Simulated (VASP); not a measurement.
# ZrSi2 (Cmcm) in VASP: notebook

The runs below take ZrSi2 through single point, with PBE+D4, revPBE, PBE.

Everything below comes from runs of VASP 6.6.1. Logs are shortened: lines on timing, memory, paths and dates and some standing lists are left out, and cuts for length are marked.

## (1) The cell of the first run

The structure is orthorhombic, space group Cmcm (No. 63). The conventional cell has a = 3.736 Å, b = 14.817 Å, c = 3.689 Å, α = 90.00°, β = 90.00°, γ = 90.00°. Within 3.8 Å of Zr (site symmetry m2m) lie 10 Si at 2.73 to 3.00 Å and 6 Zr at 3.62 to 3.74 Å. Within 3.2 Å of Si (site symmetry m2m) lie 2 Si at 2.43 Å and 6 Zr at 2.73 to 3.00 Å. Si (site symmetry m2m) has 8 Si at 2.63 to 3.46 Å and 4 Zr at 2.83 to 2.85 Å within 3.5 Å.

## (2) Single point, PBE+D4 (17.02 Å³/atom)

Input file INCAR:

```
SYSTEM = ZrSi2
  PREC = Accurate
  ENCUT = 520
  EDIFF = 1E-6
  ISMEAR = 0
  SIGMA = 0.05
  LREAL = .False.
  LASPH = .True.
  NELM = 100
  ALGO = Normal
  ISIF = 2
  LWAVE = .False.
  LCHARG = .False.
  GGA = PE
  IVDW = 13
  NBANDS = 29
```

Input file KPOINTS:

```
regular mesh
0
Gamma
  6 6 6
  0 0 0
```

Input file POSCAR:

```
ZrSi2
1.0
    1.8679058169     -7.4085909783      0.0000000000
    1.8679058169      7.4085909783      0.0000000000
    0.0000000000      0.0000000000      3.6886960076
Zr Si
2 4
Direct
    0.6050178136      0.3949821864      0.2500000000
    0.3949821864      0.6050178136      0.7500000000
    0.9467204250      0.0532795750      0.2500000000
    0.0532795750      0.9467204250      0.7500000000
    0.2500555990      0.7499444010      0.2500000000
    0.7499444010      0.2500555990      0.7500000000
```

Potentials or basis: VASP PAW PBE potentials, release 64 (Zr_sv, Si).

Launch:

```bash
$ cat potpaw_PBE.64/Zr_sv/POTCAR potpaw_PBE.64/Si/POTCAR > POTCAR
$ mpirun -np 1 vasp_std > vasp.out
```

OUTCAR:

```text
SYSTEM = ZrSi2
   PREC = Accurate
   ENCUT = 520
   EDIFF = 1E-6
   ISMEAR = 0
   LREAL = .False.
   LASPH = .True.
   NELM = 100
   ISIF = 2
   GGA = PE
   IVDW = 13

 ion  position               nearest neighbor table
   1  0.605  0.395  0.250-   4 2.73   4 2.73   4 2.73   4 2.73   6 2.83   6 2.83   5 2.85   5 2.85
                             3 3.00   3 3.00   2 3.62   2 3.62
   2  0.395  0.605  0.750-   3 2.73   3 2.73   3 2.73   3 2.73   5 2.83   5 2.83   6 2.85   6 2.85
                             4 3.00   4 3.00   1 3.62   1 3.62
   3  0.947  0.053  0.250-   4 2.43   4 2.43   2 2.73   2 2.73   2 2.73   2 2.73   1 3.00   1 3.00

   4  0.053  0.947  0.750-   3 2.43   3 2.43   1 2.73   1 2.73   1 2.73   1 2.73   2 3.00   2 3.00

   5  0.250  0.750  0.250-   6 2.63   6 2.63   6 2.63   6 2.63   2 2.83   2 2.83   1 2.85   1 2.85

   6  0.750  0.250  0.750-   5 2.63   5 2.63   5 2.63   5 2.63   1 2.83   1 2.83   2 2.85   2 2.85

  LATTYP: Found a base centered orthorhombic cell.
 ALAT       =     3.7358116338
 B/A-ratio  =     3.9662551031
 C/A-ratio  =     0.9873881151

  Lattice vectors:

 A1 = (   1.8679058169,  -7.4085909783,   0.0000000000)
 A2 = (   1.8679058169,   7.4085909783,   0.0000000000)
 A3 = (   0.0000000000,   0.0000000000,   3.6886960076)

Analysis of symmetry for initial positions (statically):
=====================================================================
 Subroutine PRICEL returns:
 Original cell was already a primitive cell.

 Routine SETGRP: Setting up the symmetry group for a
 base centered orthorhombic supercell.

 Subroutine GETGRP returns: Found  8 space group operations
 (whereof  4 operations were pure point group operations)
 out of a pool of  8 trial point group operations.

The static configuration has the point symmetry C_2h.
 The point group associated with its full space group is D_2h.

Analysis of symmetry for dynamics (positions and initial velocities):
=====================================================================
 Subroutine PRICEL returns:
 Original cell was already a primitive cell.

 Routine SETGRP: Setting up the symmetry group for a
 base centered orthorhombic supercell.

 Subroutine GETGRP returns: Found  8 space group operations
 (whereof  4 operations were pure point group operations)
 out of a pool of  8 trial point group operations.

The dynamic configuration has the point symmetry C_2h.
 The point group associated with its full space group is D_2h.

 Subroutine INISYM returns: Found  8 space group operations
 (whereof  4 operations are pure point group operations),
 and found     1 'primitive' translations

----------------------------------------------------------------------------------------

                                     Primitive cell

  volume of cell :     102.0924

  direct lattice vectors                    reciprocal lattice vectors
     1.867905817 -7.408590978  0.000000000     0.267679449 -0.067489216  0.000000000
     1.867905817  7.408590978  0.000000000     0.267679449  0.067489216  0.000000000
     0.000000000  0.000000000  3.688696008     0.000000000  0.000000000  0.271098512

  length of vectors
     7.640437973  7.640437973  3.688696008     0.276056302  0.276056302  0.271098512

  position of ions in fractional coordinates (direct lattice)
     0.605017814  0.394982186  0.250000000
     0.394982186  0.605017814  0.750000000
     0.946720425  0.053279575  0.250000000
     0.053279575  0.946720425  0.750000000
     0.250055599  0.749944401  0.250000000
     0.749944401  0.250055599  0.750000000

  ion indices of the primitive-cell ions
   primitive index   ion index
                 1           1
                 2           2
                 3           3
                 4           4
                 5           5
                 6           6

----------------------------------------------------------------------------------------

 KPOINTS: regular mesh

Automatic generation of k-mesh.
 Grid dimensions read from file:
 generate k-points for:    6    6    6

 Generating k-lattice:

[... 43 lines left out ...]
   LRPA    =     F    only Hartree local field effects (RPA)
 non-spin polarized calculation
 Gauss-broadening in eV      SIGMA  =   0.05
  energy-cutoff  :      520.00
  volume of cell :      102.09
 maximum number of plane-waves:      2769
 NGX is ok and might be reduce to    60
   NGX = 29   NGY = 29   NGZ = 13

 number of electron      40.0000000 magnetization

 Free energy of the ion-electron system (eV)
  ---------------------------------------------------
  ext. energy  EPLUGINS =         0.00000000
  ---------------------------------------------------
  free energy    TOTEN  =       -42.70440475 eV

  energy without entropy =      -42.70247498  energy(sigma->0) =      -42.70343986

 E-fermi :   9.8645     XC(G=0): -11.1958

 val. band max:        9.8444879826   @ k =   0.3333   0.3333   0.0000
 cond. band min:       9.8656943348   @ k =   0.5000   0.5000   0.5000
 fundamental gap:      0.0212063522
 Fermi energy:         9.8645049202

 k-point     1 :       0.0000    0.0000    0.0000
  band No.  band energies     occupation
      1     -39.0149      2.00000
      2     -39.0030      2.00000
      3     -17.2326      2.00000
      4     -17.1011      2.00000
      5     -17.0796      2.00000
      6     -17.0760      2.00000
[... 21 lines left out ...]
     28      12.6872      0.00000
     29      13.7150      0.00000

 k-point     2 :       0.1667    0.0000    0.0000
  band No.  band energies     occupation
      1     -39.0128      2.00000
      2     -39.0011      2.00000
      3     -17.2242      2.00000
      4     -17.1440      2.00000
      5     -17.1182      2.00000
      6     -17.0734      2.00000
[... 21 lines left out ...]
     28      12.8967      0.00000
     29      13.6841      0.00000

 k-point     3 :       0.3333    0.0000    0.0000
  band No.  band energies     occupation
      1     -39.0086      2.00000
      2     -38.9972      2.00000
      3     -17.2300      2.00000
      4     -17.2062      2.00000
      5     -17.1937      2.00000
      6     -17.0685      2.00000
[... 638 lines left out ...]
      5     -17.1893      2.00000
      6     -17.0978      2.00000
[... 21 lines left out ...]
     28      13.6567      0.00000
     29      13.7456      0.00000

 k-point    24 :       0.5000    0.3333    0.1667
  band No.  band energies     occupation
      1     -39.0096      2.00000
      2     -38.9998      2.00000
      3     -17.2044      2.00000
      4     -17.1374      2.00000
      5     -17.1150      2.00000
      6     -17.1079      2.00000
[... 21 lines left out ...]
     28      13.5815      0.00000
     29      13.6834      0.00000

 [... further k-points ...]

------------------------ aborting loop because EDIFF is reached ----------------------------------------

  DFT-D4 for vdW energy calculation

  Edisp (eV):   -2.10363

  FORCE on cell =-STRESS in cart. coord.  units (eV):
  Direction    XX          YY          ZZ          XY          YZ          ZX
  --------------------------------------------------------------------------------------
  -------------------------------------------------------------------------------------
  Total      -3.00726    -2.98107    -3.04199     0.00000     0.00000     0.00000
  in kB     -47.19414   -46.78320   -47.73914     0.00000     0.00000     0.00000
  external pressure =      -47.24 kB  Pullay stress =        0.00 kB

 VOLUME and BASIS-vectors are now :
 -----------------------------------------------------------------------------
  energy-cutoff  :      520.00
  volume of cell :      102.09
      direct lattice vectors                 reciprocal lattice vectors
     1.867905817 -7.408590978  0.000000000     0.267679449 -0.067489216  0.000000000
     1.867905817  7.408590978  0.000000000     0.267679449  0.067489216  0.000000000
     0.000000000  0.000000000  3.688696008     0.000000000  0.000000000  0.271098512

 POSITION                                       TOTAL-FORCE (eV/Angst)
 -----------------------------------------------------------------------------------
      1.86791     -1.55607      0.92217         0.000000      0.006381      0.000000
      1.86791      1.55607      2.76652         0.000000     -0.006381     -0.000000
      1.86791     -6.61914      0.92217         0.000000     -0.001951      0.000000
      1.86791      6.61914      2.76652         0.000000      0.001951      0.000000
      1.86791      3.70347      0.92217         0.000000      0.001494      0.000000
      1.86791     -3.70347      2.76652         0.000000     -0.001494     -0.000000
 -----------------------------------------------------------------------------------
    total drift:                                0.000000     -0.000000      0.000000

  FREE ENERGIE OF THE ION-ELECTRON SYSTEM (eV)
  ---------------------------------------------------
  free  energy   TOTEN  =       -44.8080350466 eV

  energy  without entropy=      -44.8061052790  energy(sigma->0) =      -44.80707016
```

Run time: 1.8 min. Hardware: 1 thread of Intel Xeon 6975P-C (Granite Rapids), shared host; peak memory 0.36 GiB.

What came out:

```
Free energy                : -44.8080 eV
Pressure                   : -4.7 GPa
Largest force              : 0.006 eV/Å
Band gap on the k mesh     : zero (bands 20 and 21 overlap by 0.76 eV)
Dispersion energy per atom : -0.351 eV
```

Forces in eV/Å, atoms in the order of the input:
```
Zr   0.000  0.006  0.000
Zr   0.000 -0.006  0.000
Si   0.000 -0.002  0.000
Si   0.000  0.002  0.000
Si   0.000  0.001  0.000
Si   0.000 -0.001  0.000
```

Stress tensor (GPa, compression positive):
```
-4.72  0.00  0.00
 0.00 -4.68  0.00
 0.00  0.00 -4.77
```

Levels at points of the mesh, in eV from the Fermi level:
```csv
k point,band 17,band 18,band 19,band 20,band 21,band 22,band 23,band 24
"(0.00, 0.00, 0.00)",-2.45,-2.37,-2.30,-0.15,1.04,1.37,1.41,1.52
"(0.50, 0.00, 0.00)",-1.81,-1.47,-0.85,-0.46,-0.43,0.86,0.87,2.05
"(0.50, 0.50, 0.00)",-2.58,-1.97,-1.47,0.23,0.96,1.08,1.42,1.64
"(0.00, 0.00, 0.50)",-1.90,-1.90,-0.12,-0.12,0.09,0.09,1.49,1.49
"(0.50, 0.00, 0.50)",-3.24,-3.24,-2.16,-2.16,2.09,2.09,2.95,2.95
"(0.50, 0.50, 0.50)",-2.25,-2.25,-0.93,-0.93,0.00,0.00,2.20,2.20
```

Caveat: the cell stands under tension.

## (3) Single point, revPBE (17.35 Å³/atom)

This run uses another cell than the first one, of 17.35 Å³/atom.

Input file INCAR:

```
SYSTEM = ZrSi2
ALGO = Normal
EDIFF = 1E-6
ENCUT = 520
GGA = RE
ISIF = 2
ISMEAR = 0
LASPH = .True.
LCHARG = .False.
LREAL = .False.
LWAVE = .False.
NBANDS = 29
NELM = 60
PREC = Accurate
SIGMA = 0.05
```

Input file KPOINTS:

```
k-points
0
Gamma
  6 6 6
  0 0 0
```

Input file POSCAR:

```
ZrSi2
1.0
    1.8794868784     -7.4747002796      0.0000000000
    1.8794868784      7.4747002796      0.0000000000
    0.0000000000      0.0000000000      3.7052595424
Zr Si
2 4
Direct
    0.6052960751      0.3947039249      0.2500000000
    0.3947039249      0.6052960751      0.7500000000
    0.9470256135      0.0529743865      0.2500000000
    0.0529743865      0.9470256135      0.7500000000
    0.2499748810      0.7500251190      0.2500000000
    0.7500251190      0.2499748810      0.7500000000
```

Potentials or basis: VASP PAW PBE potentials, release 64 (Zr_sv, Si).

Launch:

```bash
$ cat potpaw_PBE.64/Zr_sv/POTCAR potpaw_PBE.64/Si/POTCAR > POTCAR
$ mpirun -np 1 vasp_std > vasp.out
```

It took 1.8 min on 1 thread of Intel Xeon 6975P-C (Granite Rapids), shared host; peak memory 0.37 GiB.

It converged, with:

* Free energy: -41.0333 eV
* Pressure: -2.4 GPa
* Largest force: 0.014 eV/Å
* Band gap on the k mesh: zero (bands 20 and 21 overlap by 0.76 eV)

Forces in eV/Å, atoms in the order of the input:
```
Zr   0.000  0.004  0.000
Zr   0.000 -0.004  0.000
Si   0.000 -0.014  0.000
Si   0.000  0.014  0.000
Si   0.000  0.003  0.000
Si   0.000 -0.003  0.000
```

Stress tensor (GPa, compression positive):
```
-2.30  0.00  0.00
 0.00 -2.34  0.00
 0.00  0.00 -2.44
```

Levels at points of the mesh, in eV from the Fermi level:
| k point | band 16 | band 17 | band 18 | band 19 | band 20 | band 21 | band 22 | band 23 | band 24 | band 25 |
| --- | --- | --- | --- | --- | --- | --- | --- | --- | --- | --- |
| (0.00, 0.00, 0.00) | -2.47 | -2.42 | -2.29 | -2.25 | -0.17 | 1.06 | 1.35 | 1.41 | 1.51 | 1.99 |
| (0.50, 0.00, 0.00) | -2.48 | -1.81 | -1.40 | -0.81 | -0.41 | -0.40 | 0.85 | 0.85 | 2.04 | 2.18 |
| (0.50, 0.50, 0.00) | -2.56 | -2.52 | -1.96 | -1.45 | 0.20 | 0.98 | 1.07 | 1.43 | 1.62 | 2.07 |
| (0.00, 0.00, 0.50) | -2.40 | -1.85 | -1.85 | -0.11 | -0.11 | 0.06 | 0.06 | 1.47 | 1.47 | 2.20 |
| (0.50, 0.00, 0.50) | -3.73 | -3.22 | -3.22 | -2.11 | -2.11 | 2.05 | 2.05 | 2.91 | 2.91 | 3.08 |
| (0.50, 0.50, 0.50) | -2.90 | -2.19 | -2.19 | -0.89 | -0.89 | -0.01 | -0.01 | 2.18 | 2.18 | 2.81 |

Caveat: the PAW data sets were made with another functional, which shifts forces and pressure a little.

## (4) Single point, revPBE (17.69 Å³/atom)

This run uses another cell than the first one, of 17.69 Å³/atom.

Input file INCAR:

```
  PREC = Accurate
  ENCUT = 520
  EDIFF = 1E-7
  ISMEAR = 0
  SIGMA = 0.05
  LREAL = False
  LASPH = True
  NELM = 100
  ALGO = Normal
  ISIF = 2
  LWAVE = False
  LCHARG = True
  GGA = RE
  LELF = True
  LVHAR = True
  NBANDS = 29
```

Input file KPOINTS:

```
Automatic mesh
0
Gamma
  6 6 6
```

Input file POSCAR:

```
ZrSi2
1.0
    1.8906117267     -7.5475202448      0.0000000000
    1.8906117267      7.5475202448      0.0000000000
    0.0000000000      0.0000000000      3.7194459246
Zr Si
2 4
Direct
    0.6057543014      0.3942456986      0.2500000000
    0.3942456986      0.6057543014      0.7500000000
    0.9474389955      0.0525610045      0.2500000000
    0.0525610045      0.9474389955      0.7500000000
    0.2498264175      0.7501735825      0.2500000000
    0.7501735825      0.2498264175      0.7500000000
```

Launch:

```bash
$ cat potpaw_PBE.64/Zr_sv/POTCAR potpaw_PBE.64/Si/POTCAR > POTCAR
$ mpirun -np 1 vasp_std > vasp.out
```

Run time: 1.9 min. Hardware: 1 thread of Intel Xeon 6975P-C (Granite Rapids), shared host; peak memory 0.37 GiB.

The run converged. Its results:

```
Free energy            : -40.9912 eV
Pressure               : -4.4 GPa
Largest force          : 0.020 eV/Å
Band gap on the k mesh : zero (bands 20 and 21 overlap by 0.73 eV)
```

Forces on the atoms (eV/Å):
```
Zr   0.000  0.002  0.000
Zr   0.000 -0.002  0.000
Si   0.000 -0.020  0.000
Si   0.000  0.020  0.000
Si   0.000  0.002  0.000
Si   0.000 -0.002  0.000
```

Stress tensor (GPa, compression positive):
```
-4.34  0.00  0.00
 0.00 -4.36  0.00
 0.00  0.00 -4.44
```

Levels at points of the mesh, in eV from the Fermi level:
| k point | band 17 | band 18 | band 19 | band 20 | band 21 | band 22 | band 23 | band 24 |
| --- | --- | --- | --- | --- | --- | --- | --- | --- |
| (0.00, 0.00, 0.00) | -2.38 | -2.20 | -2.19 | -0.19 | 1.10 | 1.34 | 1.43 | 1.52 |
| (0.50, 0.00, 0.00) | -1.80 | -1.32 | -0.78 | -0.36 | -0.35 | 0.82 | 0.86 | 2.05 |
| (0.50, 0.50, 0.00) | -2.43 | -1.93 | -1.42 | 0.18 | 1.02 | 1.06 | 1.47 | 1.63 |
| (0.00, 0.00, 0.50) | -1.78 | -1.78 | -0.09 | -0.09 | 0.02 | 0.02 | 1.48 | 1.48 |
| (0.50, 0.00, 0.50) | -3.19 | -3.19 | -2.04 | -2.04 | 2.00 | 2.00 | 2.87 | 2.87 |
| (0.50, 0.50, 0.50) | -2.11 | -2.11 | -0.85 | -0.85 | -0.02 | -0.02 | 2.16 | 2.16 |

Caveat: the cell stands under tension; the PAW data sets were made with another functional, which shifts forces and pressure a little.

## (5) Single point, PBE

This run uses another cell than the first one, of 16.71 Å³/atom.

Input file INCAR:

```
SYSTEM = ZrSi2
PREC = Accurate
ENCUT = 520
EDIFF = 1E-7
ISMEAR = -4
SIGMA = 0.1
LREAL = .False.
LASPH = .True.
NELM = 60
ALGO = Normal
ISIF = 2
LWAVE = .False.
LCHARG = .False.
GGA = PE
NBANDS = 29
```

Input file KPOINTS:

```
Automatic mesh
0
Gamma
  6 6 6
  0 0 0
```

Input file POSCAR:

```
ZrSi2
1.0
    1.8581510001     -7.3459593984      0.0000000000
    1.8581510001      7.3459593984      0.0000000000
    0.0000000000      0.0000000000      3.6725538926
Zr Si
2 4
Direct
    0.6046286350      0.3953713650      0.2500000000
    0.3953713650      0.6046286350      0.7500000000
    0.9462977221      0.0537022779      0.2500000000
    0.0537022779      0.9462977221      0.7500000000
    0.2499904891      0.7500095109      0.2500000000
    0.7500095109      0.2499904891      0.7500000000
```

Launch:

```bash
$ cat potpaw_PBE.64/Zr_sv/POTCAR potpaw_PBE.64/Si/POTCAR > POTCAR
$ mpirun -np 1 vasp_std > vasp.out
```

Wall time 2.2 min (1 thread of Intel Xeon 6975P-C (Granite Rapids), shared host); peak memory 0.35 GiB.

The run converged. Its results:

```yaml
Free_energy: -42.6728 eV
Pressure: 0.8 GPa
Largest_force: 0.075 eV/Å
Band_gap_on_the_k_mesh: zero (bands 20 and 21 overlap by 0.79 eV)
```

Forces on the atoms (eV/Å):
```
Zr   0.000  0.075  0.000
Zr   0.000 -0.075  0.000
Si   0.000  0.017  0.000
Si   0.000 -0.017  0.000
Si   0.000  0.035  0.000
Si   0.000 -0.035  0.000
```

Levels at points of the mesh, in eV from the Fermi level:
```
           k point  band 17  band 18  band 19  band 20  band 21  band 22  band 23  band 24
(0.00, 0.00, 0.00)    -2.49    -2.45    -2.36    -0.14     1.01     1.36     1.38     1.51
(0.50, 0.00, 0.00)    -1.84    -1.56    -0.90    -0.52    -0.50     0.86     0.88     2.02
(0.50, 0.50, 0.00)    -2.69    -2.01    -1.52     0.24     0.92     1.07     1.38     1.63
(0.00, 0.00, 0.50)    -1.98    -1.98    -0.16    -0.16     0.12     0.12     1.47     1.47
(0.50, 0.00, 0.50)    -3.28    -3.28    -2.24    -2.24     2.11     2.11     2.98     2.98
(0.50, 0.50, 0.50)    -2.33    -2.33    -1.00    -1.00    -0.01    -0.01     2.20     2.20
```

## (6) The runs side by side

```tsv
level	cell	smearing	gap on the mesh (eV)	pressure (GPa)	largest force (eV/Å)
PBE+D4	a = 7.640, b = 7.640, c = 3.689 Å, angles 90.0, 90.0, 151.7°, 6 atoms, atomic positions A	gaussian 0.05 eV	none	-4.7	0.01
revPBE	a = 7.707, b = 7.707, c = 3.705 Å, angles 90.0, 90.0, 151.8°, 6 atoms, atomic positions A	gaussian 0.05 eV	none	-2.4	0.01
revPBE	a = 7.781, b = 7.781, c = 3.719 Å, angles 90.0, 90.0, 151.9°, 6 atoms, atomic positions B	gaussian 0.05 eV	none	-4.4	0.02
PBE	a = 7.577, b = 7.577, c = 3.673 Å, angles 90.0, 90.0, 151.6°, 6 atoms, atomic positions C	tetrahedron	none	0.8	0.07
```

Alike in all rows: task single point; potentials or basis VASP PAW PBE potentials, release 64 (Zr_sv, Si); no spin polarisation; k mesh 6 × 6 × 6; cutoff (eV) 520.

Caveats: the cell stands under tension (at least some runs); the PAW data sets were made with another functional, which shifts forces and pressure a little (at least some runs).

Total energies depend on the potentials used, so only differences within one code and one set of settings carry meaning.
